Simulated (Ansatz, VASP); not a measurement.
## BaF2: VASP beside Ansatz

POSCAR

```
BaF2
1.0
    0.0000000000      3.0971637732      3.0971637732
    3.0971637732      0.0000000000      3.0971637732
    3.0971637732      3.0971637732      0.0000000000
Ba F
1 2
Direct
    0.0000000000      0.0000000000      0.0000000000
    0.2500000000      0.2500000000      0.2500000000
    0.7500000000      0.7500000000      0.7500000000
```

The input INCAR.step1:

```
PREC = Accurate ; ENCUT = 660
ISMEAR = 0 ; SIGMA = 0.01
LREAL = F ; LASPH = T
NELM = 120 ; NBANDS = 19
GGA = PE ; ALGO = Normal
EDIFF = 1E-5 ; LWAVE = T
LCHARG = F ; GGA_COMPAT = F
```

The input INCAR.step2:

```
PREC = Accurate ; ENCUT = 660
EDIFF = 1E-6 ; ISMEAR = 0
SIGMA = 0.01 ; LREAL = F
LASPH = T ; NELM = 120
ALGO = Normal ; ISIF = 2
LWAVE = F ; LCHARG = T
METAGGA = R2SCAN ; LMIXTAU = T
LELF = T ; LVHAR = T
NBANDS = 19 ; ISTART = 1
GGA_COMPAT = F
```

File KPOINTS:

```
regular mesh
0
Gamma
  6 6 6
```

Input for Ansatz:

```yaml
crystal:
  lattice:
    - [0.0, 3.0971637732, 3.0971637732]
    - [3.0971637732, 0.0, 3.0971637732]
    - [3.0971637732, 3.0971637732, 0.0]
  atoms:
    - { symbol: Ba, position: [0.0, 0.0, 0.0] }
    - { symbol: F, position: [0.25, 0.25, 0.25] }
    - { symbol: F, position: [0.75, 0.75, 0.75] }
kpoints:
  mp_grid: { grid: [6, 6, 6] }
hamiltonian:
  xc: r2scan
scf:
  occupations: { method: fixed }
  n_extra_bands: 4
output:
  forces: true
  stress: true
  eigenvalues: true
```

Alike in both runs: task single point; functional r2SCAN; k mesh 6 × 6 × 6; no spin polarisation.

|  | VASP | Ansatz |
| --- | --- | --- |
| version | VASP 6.6.1 | Ansatz 0.2.0 |
| potentials or method | VASP PAW PBE potentials, release 64 (Ba_sv, F) | plane waves, PAW |
| plane-wave cutoff (eV) | 660 | 500 |
| occupations | gaussian, width 0.01 eV | fixed |
| valence electrons in the cell | 24 | 24 |

VASP gave:

```
gap on the k mesh at the Fermi level (eV) : 7.36
pressure (GPa)                            : 0.9
```

What did Ansatz give for the same quantities?

gap on the k mesh at the Fermi level (eV): 7.44; pressure (GPa): 0.0.

VASP's potentials were made for PBE, not for r2SCAN.

Spin-orbit coupling is off throughout.
